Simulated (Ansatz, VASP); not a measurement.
## One calculation of SnO, two programs

File INCAR:

```
ALGO = Normal ; EDIFF = 1E-7
ENCUT = 520 ; GGA = CA
ISIF = 2 ; ISMEAR = 0
LASPH = T ; LCHARG = F
LREAL = F ; LWAVE = F
NBANDS = 28 ; NELM = 80
PREC = Accurate ; SIGMA = 0.05
```

Contents of KPOINTS:

```
k-points
0
Gamma
  8 6 6
```

POSCAR

```
SnO
1.0
    3.3550050000      0.0000000000      0.0000000000
    0.0000000000      5.6741040000      0.0000000000
    0.0000000000      0.0000000000      4.2219700000
Sn O
2 2
Direct
   -0.0326714820      0.2281668933      0.4953072054
    0.4846702207      0.7596073393     -0.0358882953
    0.1978998496      0.8267984094      0.7374873176
    0.3501014117      0.1854273580      0.3030957723
```

Input for Ansatz:

```yaml
crystal:
  lattice:
    - [3.355005, 0.0, 0.0]
    - [0.0, 5.674104, 0.0]
    - [0.0, 0.0, 4.22197]
  atoms:
    - { symbol: Sn, position: [-0.032671482, 0.2281668933, 0.4953072054] }
    - { symbol: Sn, position: [0.4846702207, 0.7596073393, -0.0358882953] }
    - { symbol: O, position: [0.1978998496, 0.8267984094, 0.7374873176] }
    - { symbol: O, position: [0.3501014117, 0.185427358, 0.3030957723] }
basis:
  ecutwfc: 420
kpoints:
  mp_grid: { grid: [8, 6, 6] }
hamiltonian:
  xc: lda
scf:
  occupations: { method: gaussian, width: 0.05 }
output:
  forces: true
  stress: true
  eigenvalues: true
```

Change from the starting cell: all atoms moved at random (sigma 0.3 Å a component).

Alike in both runs: task single point; functional LDA; k mesh 8 × 6 × 6; occupations gaussian, width 0.05 eV; no spin polarisation.

|  | VASP | Ansatz |
| --- | --- | --- |
| version | VASP 6.6.1 | Ansatz 0.2.0 |
| potentials or method | VASP PAW LDA potentials, release 64 (Sn_d, O), cutoff 520 eV | scalar-relativistic, plane waves, PAW |
| valence electrons in the cell | 40 | 40 |

Ansatz gave:

| Property | Result |
| --- | --- |
| gap on the k mesh at the Fermi level (eV) | 0.95 |
| least direct gap on the mesh (eV) | 1.20 |
| rms of the force components (eV/Å) | 22.900 |

**Question.** Estimate VASP's values.

**Answer.** gap on the k mesh at the Fermi level (eV): 1.04; least direct gap on the mesh (eV): 1.30; rms of the force components (eV/Å): 18.947.

LDA's correlation is that of Perdew and Zunger in VASP and of Perdew and Wang (1992) in Ansatz. Atom by atom the forces differ by 4.021 eV/Å (rms over components).
